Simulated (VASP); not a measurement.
Set up this calculation in VASP 6.6.1, as the native input.

```
Task                   : single point
Functional             : PBE
Potentials or basis    : VASP PAW PBE potentials, release 64 (Ga_d, Te, O)
Cutoff                 : 520 eV
k mesh                 : 6 × 6 × 6
Occupations            : gaussian, width 0.1 eV
Spin                   : no spin polarisation
Dipole correction      : no
Further INCAR settings : ALGO = Normal; EDIFF = 1e-06; NBANDS = 34
```

The structure of Ga2Te3O lies in POSCAR:

```
Ga2Te3O
1.0
    6.0179367169      0.0000000000      0.0000000000
   -3.0089683584      5.2116860752      0.0000000000
    0.0000000000      0.0000000000      5.8886166143
Ga Te O
2 3 1
Direct
    0.6666666667      0.3333333333      0.4809699060
    0.3333333333      0.6666666667      0.4809699060
    0.0000000000      0.5000000000      0.0482713456
    0.5000000000      0.0000000000      0.0482713456
    0.5000000000      0.5000000000      0.0482713456
    0.0000000000      0.0000000000      0.0632410610
```

One way to write it, as run:

INCAR

```
SYSTEM = Ga2Te3O
ALGO = Normal
EDIFF = 1E-6
ENCUT = 520
GGA = PE
ISIF = 2
ISMEAR = 0
LASPH = .TRUE.
LCHARG = .FALSE.
LREAL = .FALSE.
LWAVE = .FALSE.
NBANDS = 34
NELM = 60
PREC = Accurate
SIGMA = 0.1
```

KPOINTS

```
k-points
0
G
  6 6 6
  0 0 0
```

Potentials or basis: VASP PAW PBE potentials, release 64 (Ga_d, Te, O).

The run is started by

```bash
$ cat potpaw_PBE.64/Ga_d/POTCAR potpaw_PBE.64/Te/POTCAR potpaw_PBE.64/O/POTCAR > POTCAR
$ mpirun -np 1 vasp_std > vasp.out
```

Results of the run:

```yaml
Pressure: 0.0 GPa
Band_gap_on_the_k_mesh: zero (band 25 reaches 3.45 eV, above the bottom of band 26 at 2.89 eV)
```

Caveat: spin-orbit coupling is left out, which moves the levels of the heavy elements.

Wall time 2.2 min on 1 thread of Intel(R) Xeon(R) 6975P-C (Granite Rapids), on a shared host, peak memory 0.41 GiB.
